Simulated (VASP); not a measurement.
# GaSb (Immm) in VASP: a series of runs, part 2 of 2

VASP 6.6.1.

## Step 3: Single point, PBE

Input file INCAR:

```
SYSTEM = GaSb
ALGO = Normal
EDIFF = 1E-7
ENCUT = 520
GGA = PE
ISIF = 2
ISMEAR = 0
LASPH = .TRUE.
LCHARG = .TRUE.
LELF = .TRUE.
LREAL = .FALSE.
LVHAR = .TRUE.
LWAVE = .FALSE.
NBANDS = 16
NELM = 60
PREC = Accurate
SIGMA = 0.15
```

Input file KPOINTS:

```
k-points
0
G
  16 16 16
  0 0 0
```

Input file POSCAR:

```
GaSb
1.0
   -1.6700410788      2.4909779165      2.8829486746
    1.6700410788     -2.4909779165      2.8829486746
    1.6700410788      2.4909779165     -2.8829486746
Ga Sb
1 1
Direct
    0.0000000000      0.0000000000      0.0000000000
    0.5000000000      0.5000000000      0.0000000000
```

Potentials or basis: VASP PAW PBE potentials, release 64 (Ga_d, Sb).

Launch:

```
cat potpaw_PBE.64/Ga_d/POTCAR potpaw_PBE.64/Sb/POTCAR > POTCAR
mpirun -np 1 vasp_std > vasp.out
```

OUTCAR:

```text
SYSTEM = GaSb
   EDIFF = 1E-7
   ENCUT = 520
   GGA = PE
   ISIF = 2
   ISMEAR = 0
   LASPH = .TRUE.
   LREAL = .FALSE.
   NELM = 60
   PREC = Accurate

 ion  position               nearest neighbor table
   1  0.000  0.000  0.000-   2 2.88   2 2.88   2 3.00   2 3.00   2 3.00   2 3.00
   2  0.500  0.500  0.000-   1 2.88   1 2.88   1 3.00   1 3.00   1 3.00   1 3.00

  LATTYP: Found a body centered orthorhombic cell.
 ALAT       =     3.3400821576
 B/A-ratio  =     1.4915668531
 C/A-ratio  =     1.7262741086

  Lattice vectors:

 A1 = (  -1.6700410788,   2.4909779165,   2.8829486746)
 A2 = (   1.6700410788,  -2.4909779165,   2.8829486746)
 A3 = (   1.6700410788,   2.4909779165,  -2.8829486746)

Analysis of symmetry for initial positions (statically):
=====================================================================
 Subroutine PRICEL returns:
 Original cell was already a primitive cell.

 Routine SETGRP: Setting up the symmetry group for a
 body centered orthorhombic supercell.

 Subroutine GETGRP returns: Found  8 space group operations
[... 158 lines left out ...]
  ---------------------------------------------------
  ext. energy  EPLUGINS =         0.00000000
  ---------------------------------------------------
  free energy    TOTEN  =        -6.97695594 eV

  energy without entropy =       -6.96706410  energy(sigma->0) =       -6.97201002

 E-fermi :   6.5869     XC(G=0): -10.2622

 val. band max:        6.5857425264   @ k =  -0.3750  -0.1875   0.0625
 cond. band min:       6.5884918951   @ k =  -0.4375  -0.4375   0.3125
 fundamental gap:      0.0027493688
 Fermi energy:         6.5869373250

 k-point     1 :       0.0000    0.0000    0.0000
  band No.  band energies     occupation
      1      -8.3104      2.00000
      2      -8.2566      2.00000
      3      -8.2481      2.00000
      4      -8.2452      2.00000
      5      -8.2229      2.00000
      6      -5.3366      2.00000
[... 433 lines left out ...]
      3      -8.2495      2.00000
      4      -8.2437      2.00000
      5      -8.2237      2.00000
      6      -5.1832      2.00000
[... 8 lines left out ...]
     15      15.3563      0.00000
     16      15.8705      0.00000

 [... further k-points ...]
[... 5 lines left out ...]
  --------------------------------------------------------------------------------------
  -------------------------------------------------------------------------------------
  Total       -0.1564336      0.3290243      0.0100563      0.0000000      0.0000000      0.0000000
  in kB       -5.2245224     10.9886560      0.3358572      0.0000000      0.0000000      0.0000000
  external PRESSURE =       2.0333303 kB  Pullay stress =       0.0000000 kB

 VOLUME and BASIS-vectors are now :
 -----------------------------------------------------------------------------
  energy-cutoff  :      520.00
  volume of cell :       47.97
      direct lattice vectors                 reciprocal lattice vectors
    -1.670041079  2.490977916  2.882948675     0.000000000  0.200724381  0.173433542
     1.670041079 -2.490977916  2.882948675     0.299393833  0.000000000  0.173433542
     1.670041079  2.490977916 -2.882948675     0.299393833  0.200724381  0.000000000

 POSITION                                       TOTAL-FORCE (eV/Angst)
 -----------------------------------------------------------------------------------
      0.00000      0.00000      0.00000         0.000000      0.000000     -0.000000
      0.00000      0.00000      2.88295        -0.000000      0.000000      0.000000
 -----------------------------------------------------------------------------------
    total drift:                               -0.000000      0.000000      0.000000

  FREE ENERGIE OF THE ION-ELECTRON SYSTEM (eV)
  ---------------------------------------------------
  free  energy   TOTEN  =        -6.9769559399 eV

  energy  without entropy=       -6.9670640986  energy(sigma->0) =       -6.97201002
```

Wall time 5 min (1 thread of Intel Xeon Platinum 8488C (Sapphire Rapids), shared host); peak memory 0.59 GiB.

What came out:

```yaml
Free_energy: -6.9770 eV
Pressure: 0.2 GPa
Band_gap_on_the_k_mesh: zero (bands 9 and 10 overlap by 5.57 eV)
```

Caveat: the cell differs from its parent crystal (strain +e along x and -e along y +0.0400, strain +e along z and -e/2 along x and y +0.0000); spin-orbit coupling is left out, which moves the levels of the heavy elements.

## Step 4: Single point, PBE

This run uses another cell than the first one, of 24.02 Å³/atom.

Input file INCAR:

```
SYSTEM = GaSb
PREC     = Accurate       ! precision mode
ENCUT    = 520            ! plane-wave cutoff, eV
EDIFF    = 1E-7           ! SCF threshold, eV
ISMEAR   = 0              ! smearing method
SIGMA    = 0.15           ! smearing width, eV
LREAL    = .False.        ! projectors in reciprocal space
LASPH    = .True.         ! aspherical terms in the spheres
NELM     = 100            ! most SCF steps
ALGO     = Normal         ! electronic algorithm
ISIF     = 2              ! what is computed and relaxed
LWAVE    = .False.        ! write WAVECAR
LCHARG   = .False.        ! write CHGCAR
GGA      = PE             ! functional
NBANDS   = 16             ! bands
```

Input file KPOINTS:

```
regular mesh
0
Gamma
  16 16 16
  0 0 0
```

Input file POSCAR:

```
GaSb
1.0
   -1.6058087296      2.5947686630      2.8829486746
    1.6058087296     -2.5947686630      2.8829486746
    1.6058087296      2.5947686630     -2.8829486746
Ga Sb
1 1
Direct
    0.0000000000      0.0000000000      0.0000000000
    0.5000000000      0.5000000000      0.0000000000
```

Launch:

```
cat potpaw_PBE.64/Ga_d/POTCAR potpaw_PBE.64/Sb/POTCAR > POTCAR
mpirun -np 1 vasp_std > vasp.out
```

Run time: 3.2 min. Hardware: 1 thread of AMD EPYC 9R45 (Zen 5), shared host; peak memory 0.56 GiB.

Results (log left out):

- Free energy: -6.9886 eV
- Pressure: 0.0 GPa
- Band gap on the k mesh: zero (bands 9 and 10 overlap by 5.08 eV)

Levels at points of the mesh, in eV from the Fermi level:
```tsv
k point	band 5	band 6	band 7	band 8	band 9	band 10	band 11	band 12	band 13	band 14
(0.00, 0.00, 0.00)	-14.81	-11.95	-2.74	-2.02	-1.43	3.57	4.58	6.22	7.46	7.75
(0.50, 0.00, 0.00)	-14.81	-10.43	-8.01	-0.04	1.57	2.56	3.09	4.05	6.21	8.18
(0.00, 0.50, 0.00)	-14.81	-8.30	-6.24	-1.72	-0.38	-0.24	1.01	2.71	3.50	9.15
(0.50, 0.50, 0.00)	-14.81	-8.24	-5.05	-3.23	-2.14	-1.90	3.21	4.30	6.98	7.76
(0.50, 0.50, 0.50)	-14.81	-9.34	-5.70	-5.11	-4.68	2.38	6.26	9.80	10.03	10.55
```

Caveat: spin-orbit coupling is left out, which moves the levels of the heavy elements.

## Step 5: Single point, PBE

Input file INCAR:

```
  PREC = Accurate
  ENCUT = 520
  EDIFF = 1E-6
  ISMEAR = 0
  SIGMA = 0.15
  LREAL = F
  LASPH = T
  NELM = 80
  ALGO = Normal
  ISIF = 2
  LWAVE = F
  LCHARG = F
  GGA = PE
  NBANDS = 16
```

Input file KPOINTS:

```
regular mesh
0
Gamma
  16 16 16
```

Input file POSCAR:

```
GaSb
1.0
   -1.7691194774      2.7200959894      2.4505063734
    1.7691194774     -2.7200959894      2.4505063734
    1.7691194774      2.7200959894     -2.4505063734
Ga Sb
1 1
Direct
    0.0000000000      0.0000000000      0.0000000000
    0.5000000000      0.5000000000      0.0000000000
```

Launch:

```
cat potpaw_PBE.64/Ga_d/POTCAR potpaw_PBE.64/Sb/POTCAR > POTCAR
mpirun -np 1 vasp_std > vasp.out
```

Wall time 3 min (1 thread of AMD EPYC 9R45 (Zen 5), shared host); peak memory 0.54 GiB.

It converged, with:

| Property | Result |
| --- | --- |
| Free energy | -6.1180 eV |
| Pressure | 9.6 GPa |
| Band gap on the k mesh | zero (bands 9 and 10 overlap by 5.58 eV) |

Stress tensor (GPa, compression positive):
```
-4.42  0.00  0.00
 0.00 -4.61  0.00
 0.00  0.00 37.84
```

Levels at points of the mesh, in eV from the Fermi level:
```csv
k point,band 5,band 6,band 7,band 8,band 9,band 10,band 11,band 12,band 13,band 14
"(0.00, 0.00, 0.00)",-15.20,-12.20,-2.68,-1.14,-0.09,2.89,4.17,4.60,5.66,7.96
"(0.50, 0.00, 0.00)",-15.19,-10.39,-8.29,0.28,1.77,2.13,4.03,4.43,4.62,6.93
"(0.00, 0.50, 0.00)",-15.17,-9.20,-7.09,-2.14,-0.84,-0.67,0.53,5.45,5.78,11.52
"(0.50, 0.50, 0.00)",-15.17,-9.62,-5.26,-3.26,-2.09,-0.42,2.54,3.75,6.20,7.45
"(0.50, 0.50, 0.50)",-15.18,-9.07,-5.22,-4.96,-4.94,-0.06,4.22,8.80,9.76,11.45
```

Caveat: the cell differs from its parent crystal (strain +e along x and -e along y +0.0267, strain +e along z and -e/2 along x and y -0.1500); the cell stands under pressure; spin-orbit coupling is left out, which moves the levels of the heavy elements.

## Step 6: The runs side by side

```csv
cell,gap on the mesh (eV),pressure (GPa)
"a = 4.131 Å, angles 131.7, 102.3, 96.9°, 2 atoms",none,1.0
"a = 4.160 Å, angles 132.7, 106.4, 92.3°, 2 atoms",none,0.2
"a = 4.198 Å, angles 135.0, 103.6, 93.3°, 2 atoms",none,0.0
"a = 4.066 Å, angles 128.4, 96.0, 105.9°, 2 atoms",none,9.6
```

Alike in all rows: task single point; level PBE; potentials or basis VASP PAW PBE potentials, release 64 (Ga_d, Sb); no spin polarisation; k mesh 16 × 16 × 16; cutoff (eV) 520; smearing gaussian 0.15 eV.

Caveats: spin-orbit coupling is left out, which moves the levels of the heavy elements; the cell stands under pressure (at least some runs).

Absolute energies hang on the potentials; compare differences alone.
